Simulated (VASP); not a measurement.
# Si7O16 (a cell with a defect) in VASP: single point with PBE

Aim: the single point of Si7O16 (a cell with a defect) with PBE.

Program: VASP 6.6.1. These are calculated values, not measurements. Logs are shortened: lines on timing, memory, paths and dates and some standing lists are left out, and cuts for length are marked.

## (1) The cell of the first run

The cell holds a defect, 23 atoms: a = 7.189 Å, b = 7.189 Å, c = 8.731 Å, α = 114.31°, β = 114.31°, γ = 90.00°.

## (2) Single point, PBE, collinear spin (atoms taken out, then relaxed in part)

Contents of INCAR:

```
PREC = Accurate
ENCUT = 520
EDIFF = 1E-6
ISMEAR = 0
SIGMA = 0.01
LREAL = Auto
LASPH = T
NELM = 150
ALGO = Normal
ISIF = 2
LWAVE = F
LCHARG = F
ISPIN = 2
MAGMOM = 0 0 0 0 0 0 0 0.25 0 0 0 0.25 0 0 0 0 0 0.25 0 0 0 0.25 0
LORBIT = 11
GGA = PE
NELECT = 123.0
NBANDS = 83
```

Contents of KPOINTS:

```
regular mesh
0
Gamma
  2 2 2
```

Contents of POSCAR:

```
Si7O16
1.0
   -5.0832710556     -5.0832710556      0.0000000000
   -5.0832710556      5.0832710556      0.0000000000
    5.0832710556      0.0000000000     -7.0988987737
Si O
7 16
Direct
    0.0249510982      0.7533279628      0.5029705975
    0.6056843041      0.8672190699      0.2586796303
    0.1353145860      0.3324259810      0.2583914779
    0.8538047457      0.6324216598      0.7351910773
    0.3847950050      0.1617267253      0.7484531217
    0.2140869849      0.4973867524      1.0015901820
    0.7217461769      0.9924978306      0.9979942996
    0.4872948812      0.2684781268      0.6516087010
   -0.0111057731      0.7456870474      0.6737925146
    0.9548246612      0.1274816458      0.1583647030
    0.3904623694      0.7052956547      0.1685408924
    0.3626805416      0.2780896744      0.3864188081
    0.8110245122      0.7826293392      0.3541695280
   -0.0008814309      0.5553195532      0.8858791549
    0.5831808774      0.1330688787      0.9076792100
    0.2886445377      0.3512154386      0.8469502099
    0.7242685613      0.7871656526      0.8247439096
    0.6976753217      0.4399753992      0.5135502462
    0.2134835661      0.9491551981      0.5940087360
    0.6091738989      0.9215744202      0.0984233346
    0.1671825745      0.3635924801      0.0971434989
    0.6286555994      0.0855058536      0.4509009326
    0.0866044780      0.5382317095      0.3940946251
```

Potentials or basis: VASP PAW PBE potentials, release 64 (Si, O).

Command:

```
$ cat potpaw_PBE.64/Si/POTCAR potpaw_PBE.64/O/POTCAR > POTCAR
$ mpirun -np 1 vasp_std > vasp.out
```

OUTCAR:

```text
PREC = Accurate
   ENCUT = 520
   EDIFF = 1E-6
   ISMEAR = 0
   LREAL = Auto
   LASPH = T
   NELM = 150
   ISIF = 2
   ISPIN = 2
   LORBIT = 11
   GGA = PE
   NELECT = 123.0

 ion  position               nearest neighbor table
   1  0.025  0.753  0.503-  23 1.62  19 1.63  13 1.64   9 1.64   4 3.14
   2  0.606  0.867  0.259-  20 1.61  11 1.62  13 1.63  22 1.71
   3  0.135  0.332  0.258-  21 1.62  23 1.62  10 1.62  12 1.71   7 3.14
   4  0.854  0.632  0.735-  14 1.61  17 1.61   9 1.64  18 1.71   7 3.13   1 3.14
   5  0.385  0.162  0.748-  16 1.61  19 1.61  15 1.62   8 1.70
   6  0.214  0.497  0.002-  21 1.62  16 1.63  14 1.63  11 1.63
   7  0.722  0.992  0.998-  20 1.62  15 1.63  17 1.63  10 1.63   4 3.13   3 3.14
   8  0.487  0.268  0.652-   5 1.70
   9  0.989  0.746  0.674-   1 1.64   4 1.64
  10  0.955  0.127  0.158-   3 1.62   7 1.63
  11  0.390  0.705  0.169-   2 1.62   6 1.63
  12  0.363  0.278  0.386-   3 1.71
  13  0.811  0.783  0.354-   2 1.63   1 1.64
  14  0.999  0.555  0.886-   4 1.61   6 1.63
  15  0.583  0.133  0.908-   5 1.62   7 1.63
  16  0.289  0.351  0.847-   5 1.61   6 1.63
  17  0.724  0.787  0.825-   4 1.61   7 1.63
  18  0.698  0.440  0.514-   4 1.71
  19  0.213  0.949  0.594-   5 1.61   1 1.63
  20  0.609  0.922  0.098-   2 1.61   7 1.62
  21  0.167  0.364  0.097-   3 1.62   6 1.62
  22  0.629  0.086  0.451-   2 1.71
  23  0.087  0.538  0.394-   3 1.62   1 1.62

  LATTYP: Found a body centered tetragonal cell.
 ALAT       =     7.1888308680
 C/A-ratio  =     1.9749800500

  Lattice vectors:

 A1 = (   0.0000000000,  -5.0832710556,   7.0988987737)
 A2 = (   0.0000000000,   5.0832710556,   7.0988987737)
 A3 = (  -5.0832710556,   0.0000000000,  -7.0988987737)

Analysis of symmetry for initial positions (statically):
=====================================================================
 Subroutine PRICEL returns:
 Original cell was already a primitive cell.

 Routine SETGRP: Setting up the symmetry group for a
 body centered tetragonal supercell.

 Subroutine GETGRP returns: Found  1 space group operations
 (whereof  1 operations were pure point group operations)
 out of a pool of 16 trial point group operations.

The static configuration has the point symmetry C_1 .

Analysis of symmetry for dynamics (positions and initial velocities):
=====================================================================
 Subroutine PRICEL returns:
 Original cell was already a primitive cell.

 Routine SETGRP: Setting up the symmetry group for a
 body centered tetragonal supercell.

 Subroutine GETGRP returns: Found  1 space group operations
 (whereof  1 operations were pure point group operations)
 out of a pool of 16 trial point group operations.

The dynamic configuration has the point symmetry C_1 .

Analysis of structural, dynamic, and magnetic symmetry:
=====================================================================
 Subroutine PRICEL returns:
 Original cell was already a primitive cell.

 Routine SETGRP: Setting up the symmetry group for a
 body centered tetragonal supercell.

 Subroutine GETGRP returns: Found  1 space group operations
 (whereof  1 operations were pure point group operations)
 out of a pool of 16 trial point group operations.

The overall configuration has the point symmetry C_1 .

 Subroutine INISYM returns: Found  1 space group operations
 (whereof  1 operations are pure point group operations),
 and found     1 'primitive' translations

----------------------------------------------------------------------------------------

                                     Primitive cell

  volume of cell :     366.8660

  direct lattice vectors                    reciprocal lattice vectors
    -5.083271056 -5.083271056  0.000000000    -0.098361861 -0.098361861 -0.070433460
    -5.083271056  5.083271056  0.000000000    -0.098361861  0.098361861 -0.070433460
[... 90 lines left out ...]
  0.500000  0.500000  0.500000      1.000000
  0.000000  0.000000  0.500000      1.000000
   k-points           NKPTS =      8   k-points in BZ     NKDIM =      8   number of bands    NBANDS=     83
   number of dos      NEDOS =    301   number of ions     NIONS =     23
   total plane-waves  NPLWV = 204120
   dimension x,y,z NGX =    54 NGY =   54 NGZ =   70
   dimension x,y,z NGXF=   108 NGYF=  108 NGZF=  140
   ions per type =               7  16
   NGX,Y,Z   is equivalent  to a cutoff of  12.49, 12.49, 13.33 a.u.
   NGXF,Y,Z  is equivalent  to a cutoff of  24.98, 24.98, 26.66 a.u.
 SYSTEM =  unknown system
   PREC   = accura    normal or accurate (medium, high low for compatibility)
   ISTART =      0    job   : 0-new  1-cont  2-samecut
   ICHARG =      2    charge: 1-file 2-atom 10-const
   ISPIN  =      2    spin polarized calculation?
   LNONCOLLINEAR =      F non collinear calculations
   LSORBIT =      F    spin-orbit coupling
   LASPH  =      T    aspherical Exc in radial PAW
   ENCUT  =  520.0 eV  38.22 Ry    6.18 a.u.  13.37 13.37 16.23*2*pi/ulx,y,z
   NELM   =    150;   NELMIN=  2; NELMDL= -5     # of ELM steps
   EDIFF  = 0.1E-05   stopping-criterion for ELM
   LREAL  =      T    real-space projection
   EDIFFG = 0.1E-04   stopping-criterion for IOM
   NSW    =      0    number of steps for IOM
   IBRION =     -1    ionic relax: 0-MD 1-quasi-New 2-CG
   NFREE  =      0    steps in history (QN), initial steepest desc. (CG)
   ISIF   =      2    stress and relaxation
   ISYM   =      2    0-nonsym 1-usesym 2-fastsym
   POTIM  = 0.5000    time-step for ionic-motion
   TEBEG  =    0.0;   TEEND  =   0.0 temperature during run
   PSTRESS=    0.0 pullay stress
   NELECT =     123.0000    total number of electrons
   NUPDOWN=      -1.0000    fix difference up-down
   EMIN   =  10.00;   EMAX   =-10.00  energy-range for DOS
   EFERMI =   0.00;   METHOD = LEGACY
   ISMEAR =     0;   SIGMA  =   0.01  broadening in eV -4-tet -1-fermi 0-gaus
   EFERMI_NEDOS =   21; number of points for ismear=-14 and -15
   IALGO  =     38    algorithm
   IMIX   =      4    mixing-type and parameters
     AMIX     =   0.40;   BMIX     =  1.00
     AMIX_MAG =   1.60;   BMIX_MAG =  1.00
  volume/ion in A,a.u.               =      15.95       107.64
  Fermi-wavevector in a.u.,A,eV,Ry     =   1.137297  2.149180 17.598391  1.293445
  Thomas-Fermi vector in A             =   2.274002
   LORBIT       =     11    0 simple, 1 ext, 2 COOP (PROOUT), +10 PAW based schemes
   GGA     = PE    functional components
   LHFCALC =     F    Hartree Fock is set to
   AEXX    =    0.0000 exact exchange contribution
   IVDW    =     0    specifies the selected vdW correction
   LEPSILON=     F    determine dielectric tensor
   LRPA    =     F    only Hartree local field effects (RPA)
 spin polarized calculation
 Gauss-broadening in eV      SIGMA  =   0.01
  energy-cutoff  :      520.00
  volume of cell :      366.87
 maximum number of plane-waves:      9926
 NGX is ok and might be reduce to    54
   NGX = 27   NGY = 27   NGZ = 33

 number of electron     123.0000012 magnetization       2.9999165

 Free energy of the ion-electron system (eV)
  ---------------------------------------------------
  ext. energy  EPLUGINS =         0.00000000
  ---------------------------------------------------
  free energy    TOTEN  =      -168.01632452 eV

  energy without entropy =     -168.01632452  energy(sigma->0) =     -168.01632452

 E-fermi :  -0.8503     XC(G=0):  -7.8524

 val. band max:       -0.9751467590   @ k =   0.5000   0.5000   0.0000
 cond. band min:      -0.4231822975   @ k =   0.5000   0.5000   0.0000
 fundamental gap:      0.5519644615
 Fermi energy:        -0.8502973782

 spin component 1

 k-point     1 :       0.0000    0.0000    0.0000
  band No.  band energies     occupation
      1     -20.2567      1.00000
      2     -19.5535      1.00000
      3     -19.4631      1.00000
      4     -19.4352      1.00000
      5     -19.4077      1.00000
      6     -19.3794      1.00000
[... 597 lines left out ...]
     72       8.3166      0.00000
     73       8.3763      0.00000
 Fermi energy:        -0.8502973782

 spin component 2

 k-point     1 :       0.0000    0.0000    0.0000
  band No.  band energies     occupation
      1     -20.1674      1.00000
      2     -19.5321      1.00000
      3     -19.3789      1.00000
      4     -19.3412      1.00000
      5     -19.2728      1.00000
      6     -19.2524      1.00000
[... 597 lines left out ...]
     72       8.3792      0.00000
     73       8.4617      0.00000
 [bands above 73 left out]

------------------------ aborting loop because EDIFF is reached ----------------------------------------

  FORCE on cell =-STRESS in cart. coord.  units (eV):
  Direction    XX          YY          ZZ          XY          YZ          ZX
  --------------------------------------------------------------------------------------
  -------------------------------------------------------------------------------------
  Total       -7.0803089     -8.0966614    -11.5624184     -0.2820449     -0.6131575     -2.3427458
  in kB      -30.9211241    -35.3597385    -50.4953920     -1.2317464     -2.6777813    -10.2312392
  external PRESSURE =     -38.9254182 kB  Pullay stress =       0.0000000 kB

 VOLUME and BASIS-vectors are now :
 -----------------------------------------------------------------------------
  energy-cutoff  :      520.00
  volume of cell :      366.87
      direct lattice vectors                 reciprocal lattice vectors
    -5.083271056 -5.083271056  0.000000000    -0.098361861 -0.098361861 -0.070433460
    -5.083271056  5.083271056  0.000000000    -0.098361861  0.098361861 -0.070433460
     5.083271056  0.000000000 -7.098898774     0.000000000  0.000000000 -0.140866919

 POSITION                                       TOTAL-FORCE (eV/Angst)
 -----------------------------------------------------------------------------------
     -1.39947      3.70254     -3.57054        -0.124127      0.002206      0.134430
     -6.17223      1.32945     -1.83634         0.151412      0.117214     -0.083903
     -1.06418      1.00197     -1.83429        -0.099119      0.203854     -0.019321
     -3.81772     -1.12535     -5.21905         0.274225     -0.027035      0.157382
      1.02647     -1.13392     -5.31319        -0.035893      0.076150      0.042620
     -3.60853      1.44009     -0.01129        -0.033966      0.011466      0.026933
[... 15 lines left out ...]
     -1.33822     -2.76098     -3.20090        -0.000104     -0.350731     -0.076592
     -1.17292      2.29574     -2.79764        -0.001170      0.030236     -0.010580
 -----------------------------------------------------------------------------------
    total drift:                               -0.001636      0.004066     -0.000634

  FREE ENERGIE OF THE ION-ELECTRON SYSTEM (eV)
  ---------------------------------------------------
  free  energy   TOTEN  =      -168.0163245192 eV

  energy  without entropy=     -168.0163245192  energy(sigma->0) =     -168.01632452

 total charge

# of ion       s       p       d       tot
------------------------------------------
    1        0.621   0.951   0.000   1.573
    2        0.636   0.960   0.000   1.596
    3        0.635   0.956   0.000   1.591
    4        0.639   0.958   0.000   1.597
    5        0.639   0.967   0.000   1.606
    6        0.628   0.965   0.000   1.593
[... 15 lines left out ...]
   22        1.608   3.193   0.000   4.801
   23        1.541   3.690   0.000   5.231
--------------------------------------------------
tot         29.410  63.613   0.000  93.023

 magnetization (x)

# of ion       s       p       d       tot
------------------------------------------
    1       -0.000  -0.000   0.000  -0.000
    2       -0.004  -0.006   0.000  -0.010
    3       -0.001  -0.001   0.000  -0.002
    4        0.003   0.006   0.000   0.010
    5       -0.003  -0.004   0.000  -0.008
    6        0.000   0.001   0.000   0.001
[... 15 lines left out ...]
   22        0.015   0.818   0.000   0.832
   23        0.001   0.026   0.000   0.026
--------------------------------------------------
tot          0.056   2.437   0.000   2.494
```

Run time: 29 min. Hardware: 1 thread of Oxide Virtual Turin-like, shared host; peak memory 0.77 GiB.

Results:

| Quantity | Value |
| --- | --- |
| Free energy | -168.0163 eV |
| Largest force | 0.507 eV/Å |
| Net moment | 3.00 μB per cell |
| Site moments | Si -0.00, -0.01, +0.01, +0.00 (each value once); O +0.91, -0.10, +0.04, +0.01, +0.86, +0.09, +0.06, -0.36, +0.00, +0.03, +0.83 (each value once) μB |
| Valence electrons inside the program's atomic spheres | Si 1.57, 1.60, 1.59, 1.61 (each value once); O 4.81, 5.19, 5.22, 5.23, 4.80, 5.20 (each value once) |

Forces in eV/Å, atoms in the order of the input:
```
Si  -0.124  0.002  0.134
Si   0.151  0.117 -0.084
Si  -0.099  0.204 -0.019
Si   0.274 -0.027  0.157
Si  -0.036  0.076  0.043
Si  -0.034  0.011  0.027
Si   0.077 -0.033  0.107
O   -0.090 -0.110 -0.029
O    0.071 -0.018  0.066
O   -0.082 -0.046 -0.079
O    0.056 -0.026  0.097
O    0.162 -0.076  0.186
O    0.025 -0.015 -0.027
O   -0.022  0.006 -0.047
O   -0.021 -0.015 -0.016
O    0.028 -0.022 -0.006
O   -0.024  0.083 -0.102
O   -0.396  0.192 -0.252
O    0.063 -0.001 -0.017
O   -0.024  0.020 -0.017
O    0.046 -0.003 -0.036
O    0.000 -0.351 -0.077
O   -0.001  0.030 -0.011
```

Levels at points of the mesh, in eV from the Fermi level:
Spin up:
| k point | band 59 | band 60 | band 61 | band 62 | band 63 | band 64 | band 65 | band 66 | band 67 | band 68 |
| --- | --- | --- | --- | --- | --- | --- | --- | --- | --- | --- |
| (0.00, 0.00, 0.00) | -0.81 | -0.64 | -0.43 | -0.30 | -0.26 | 0.70 | 5.58 | 8.51 | 8.55 | 8.62 |
| (0.50, 0.00, 0.00) | -0.71 | -0.58 | -0.53 | -0.46 | -0.40 | 0.69 | 6.74 | 7.02 | 7.99 | 8.44 |
| (0.00, 0.50, 0.50) | -0.69 | -0.66 | -0.52 | -0.48 | -0.36 | 0.67 | 6.72 | 6.96 | 8.24 | 8.34 |
| (0.50, 0.00, 0.50) | -0.72 | -0.62 | -0.54 | -0.52 | -0.38 | 0.68 | 6.70 | 6.98 | 8.21 | 8.47 |
| (0.00, 0.50, 0.00) | -0.72 | -0.62 | -0.49 | -0.47 | -0.39 | 0.68 | 6.71 | 7.07 | 7.99 | 8.44 |
| (0.50, 0.50, 0.00) | -0.74 | -0.67 | -0.49 | -0.34 | -0.21 | 0.70 | 7.33 | 7.36 | 7.53 | 7.96 |
| (0.50, 0.50, 0.50) | -0.70 | -0.65 | -0.46 | -0.34 | -0.24 | 0.70 | 7.28 | 7.35 | 7.55 | 7.88 |
| (0.00, 0.00, 0.50) | -0.65 | -0.63 | -0.50 | -0.45 | -0.38 | 0.71 | 6.61 | 6.81 | 8.28 | 8.33 |
Spin down:
```
           k point  band 56  band 57  band 58  band 59  band 60  band 61  band 62  band 63  band 64  band 65
(0.00, 0.00, 0.00)    -0.52    -0.51    -0.44    -0.35    -0.20     0.45     0.81     0.91     1.19     5.64
(0.50, 0.00, 0.00)    -0.75    -0.56    -0.51    -0.37    -0.21     0.45     0.78     0.83     1.18     6.81
(0.00, 0.50, 0.50)    -0.64    -0.59    -0.49    -0.39    -0.22     0.46     0.73     0.86     1.16     6.79
(0.50, 0.00, 0.50)    -0.72    -0.62    -0.49    -0.40    -0.13     0.46     0.76     0.83     1.15     6.78
(0.00, 0.50, 0.00)    -0.79    -0.64    -0.50    -0.33    -0.20     0.49     0.76     0.84     1.18     6.77
(0.50, 0.50, 0.00)    -0.76    -0.56    -0.47    -0.29    -0.12     0.43     0.81     0.90     1.20     7.37
(0.50, 0.50, 0.50)    -0.72    -0.48    -0.39    -0.33    -0.18     0.46     0.77     0.91     1.18     7.31
(0.00, 0.00, 0.50)    -0.58    -0.53    -0.48    -0.38    -0.16     0.47     0.77     0.94     1.16     6.68
```

Caveat: the k points lie up to 0.49 Å⁻¹ apart; the cell carries a net charge on a neutralising background, which shifts energy and pressure; the cell differs from its parent crystal (atoms taken out, then relaxed in part); the cell is charged against a uniform background, so pressure and absolute levels hang on convention.
